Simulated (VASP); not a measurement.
Crystal: Re.

```
Re
1.0
     2.53000    0.00000    0.00000
     0.00000    2.53000    0.00000
     0.00000    0.00000    2.53000
Re
1
Direct
  0.00000 0.00000 0.00000
```

This isn't the form of Re at room conditions, which is hcp.

| Quantity | Value |
| --- | --- |
| Program | VASP 6.6.1 |
| Task | relaxation of cell and atoms |
| Functional | PBEsol |
| Potentials or basis | VASP PAW PBE potentials, release 64 (Re) |
| Cutoff | 600 eV |
| k mesh | 16 × 16 × 16 |
| Occupations | gaussian, width 0.1 eV |
| Spin | no spin polarisation |

At the start: pressure 8.0 GPa; volume 16.19 Å³/atom.

**Question.** Where does the relaxation end?

**Answer.** Over 4 steps the energy falls by 10.6 meV/atom and the volume is 16.63 Å³/atom (+2.7 %); space group Pm-3m (No. 221, to 0.1 Å) before and after.

The path:
```
step  energy change (eV)  largest force (eV/Å)  pressure (GPa)  volume (Å³)
   1              0.0000                0.0000            8.01        16.19
   2              0.0970                0.0000          -20.72        18.17
   3             -0.0106                0.0000           -0.32        16.65
   4             -0.0106                0.0000            0.04        16.63
```

Final structure:
```
Re
1.0
     2.55244    0.00000    0.00000
     0.00000    2.55244    0.00000
     0.00000    0.00000    2.55244
Re
1
Direct
  0.00000 0.00000 0.00000
```

Caveat: the PAW data sets were made with another functional, which shifts forces and pressure a little.
